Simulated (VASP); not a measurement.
Input of a VASP 6.6.1 run:

Contents of INCAR:

```
SYSTEM = Cr
PREC     = Accurate       ! precision mode
ENCUT    = 520            ! plane-wave cutoff, eV
EDIFF    = 1E-6           ! SCF threshold, eV
ISMEAR   = -1             ! smearing method
SIGMA    = 0.1            ! smearing width, eV
LREAL    = .False.        ! projectors in reciprocal space
LASPH    = .True.         ! aspherical terms in the spheres
NELM     = 100            ! most SCF steps
ALGO     = Normal         ! electronic algorithm
ISIF     = 2              ! what is computed and relaxed
LWAVE    = .False.        ! write WAVECAR
LCHARG   = .True.         ! write CHGCAR
LELF     = .True.         ! ELF
LVHAR    = .True.       
NBANDS   = 25             ! bands
```

File KPOINTS:

```
regular mesh
0
Gamma
  10 10 16
  0 0 0
```

Contents of POSCAR:

```
Cr
1.0
    4.2593827668      0.0000000000      0.0000000000
   -2.1296913834      3.6887336805      0.0000000000
    0.0000000000      0.0000000000      2.2879890666
Cr
3
Direct
    1.0000000000      0.0000000000      0.0000000000
    0.3333333333      0.6666666667      0.5000000000
    0.6666666667      0.3333333333      0.5000000000
```

Potentials or basis: VASP PAW LDA potentials, release 64 (Cr_pv).

The run is started by

```bash
$ cat potpaw_LDA.64/Cr_pv/POTCAR > POTCAR
$ mpirun -np 1 vasp_std > vasp.out
```

(1) Estimate the band gap on the k mesh.

(2) What does it give for the pressure?

Results:

(1) zero (bands 18 and 19 overlap by 0.81 eV).

(2) -17.9 GPa.

Caveat: the cell stands under tension; the run has no spin polarisation, though such a crystal can be magnetic.
